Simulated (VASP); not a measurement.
Input of a VASP 6.6.1 run:

Contents of INCAR:

```
SYSTEM = CoO
  PREC = Accurate
  ENCUT = 600
  EDIFF = 1E-7
  ISMEAR = 0
  SIGMA = 0.02
  LREAL = .FALSE.
  LASPH = .TRUE.
  NELM = 200
  ALGO = Normal
  ISIF = 3
  LWAVE = .FALSE.
  LCHARG = .FALSE.
  ISPIN = 2
  MAGMOM = -2.67 2.67 0 0
  LORBIT = 11
  LMAXMIX = 4
  LDAU = .TRUE.
  LDAUTYPE = 2
  LDAUL = 2 -1
  LDAUU = 3.32 0
  LDAUJ = 0 0
  LDAUPRINT = 1
  GGA = PE
  IBRION = 2
  NSW = 70
  EDIFFG = -0.008
  PSTRESS = 10.0
  GGA_COMPAT = .FALSE.
  NELMIN = 4
```

File KPOINTS:

```
Automatic mesh
0
G
  12 12 6
  0 0 0
```

Contents of POSCAR:

```
CoO
1.0
    3.2749009174      0.0000000001      0.0000000000
   -1.6374504587      2.8361473893      0.0000000000
    0.0000000000      0.0000000000      5.2782563486
Co O
2 2
Direct
    0.0000000000      0.0000000000      0.0005751930
    0.3333333333      0.6666666667      0.5005751719
    0.0000000000      0.0000000000      0.3744253183
    0.3333333333      0.6666666667      0.8744253169
```

Potentials or basis: VASP PAW PBE potentials, release 64 (Co, O).

The run is started by

```bash
$ cat potpaw_PBE.64/Co/POTCAR potpaw_PBE.64/O/POTCAR > POTCAR
$ mpirun -np 1 vasp_std > vasp.out
```

What does it give for the relaxed volume?

12.10 Å³/atom.

What does it give for the relaxed cell?

a = 3.261 Å, b = 3.261 Å, c = 5.255 Å, α = 90.00°, β = 90.00°, γ = 120.00°.

Predict the net moment.

0.00 μB per cell.

What does it give for the site moments?

Co -2.65, +2.65; O +0.09, -0.09 μB.

Final structure:
```yaml
crystal:
  lattice:
    - [3.26146, 0.00000, 0.00000]
    - [-1.63073, 2.82451, 0.00000]
    - [0.00000, 0.00000, 5.25508]
  atoms:
    - { symbol: Co, position: [0.00000, 0.00000, 0.00050] }
    - { symbol: Co, position: [0.33333, 0.66667, 0.50050] }
    - { symbol: O, position: [0.00000, 0.00000, 0.37450] }
    - { symbol: O, position: [0.33333, 0.66667, 0.87450] }
```

Caveat: the cell is relaxed towards a set pressure, so the run minimises the enthalpy, not the energy. The state reached can hang on the start; a lower one may exist.
